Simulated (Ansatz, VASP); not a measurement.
# Sb in VASP and in Ansatz

File INCAR:

```
ALGO = Normal
EDIFF = 1E-6
ENCUT = 520
GGA = PE
ISIF = 2
ISMEAR = -1
LASPH = True
LCHARG = False
LREAL = False
LWAVE = False
NBANDS = 12
NELM = 100
PREC = Accurate
SIGMA = 0.05
```

KPOINTS

```
k-points
0
Gamma
  9 9 9
```

Contents of POSCAR:

```
Sb
1.0
    2.1542000000      1.2437279499      3.7580000000
   -2.1542000000      1.2437279499      3.7580000000
    0.0000000000     -2.4874558998      3.7580000000
Sb
2
Direct
    0.2054712000      0.2054712000      0.2654712000
    0.7945288000      0.7945288000      0.7345288000
```

Input for Ansatz:

```yaml
crystal:
  lattice:
    - [2.1542, 1.2437279499, 3.758]
    - [-2.1542, 1.2437279499, 3.758]
    - [0.0, -2.4874558998, 3.758]
  atoms:
    - { symbol: Sb, position: [0.2054712, 0.2054712, 0.2654712] }
    - { symbol: Sb, position: [0.7945288, 0.7945288, 0.7345288] }
kpoints:
  mp_grid: { grid: [9, 9, 9] }
scf:
  occupations: { method: fermi_dirac, width: 0.05 }
hamiltonian:
  xc: pbe
  pseudopotentials: { kind: all_electron, lapw: { basis_error: 0.001 } }
output:
  forces: true
  stress: true
  eigenvalues: true
  populations: true
```

Change from the starting cell: shortest bond scaled by 0.88, LAPW.

Alike in both runs: task single point; functional PBE; k mesh 9 × 9 × 9; occupations fermi-dirac, width 0.05 eV; no spin polarisation.

|  | VASP | Ansatz |
| --- | --- | --- |
| version | VASP 6.6.1 | Ansatz 0.2.0 |
| potentials or method | VASP PAW PBE potentials, release 64 (Sb), cutoff 520 eV | all-electron LAPW, scalar-relativistic |

Ansatz gave:

```
pressure (GPa)                                                : 8.0
traceless stress, the component that is largest in VASP (GPa) : 7.67
rms of the force components (eV/Å)                            : 1.731
```

Question: Which values does VASP return?

Answer: Pressure (GPa): 8.3; traceless stress, the component that is largest in VASP (GPa): 7.92; rms of the force components (eV/Å): 1.798.

Atom by atom the forces differ by 0.068 eV/Å (rms over components). Ansatz ran all-electron here, and VASP with PAW potentials.

Neither program's run includes spin-orbit coupling.
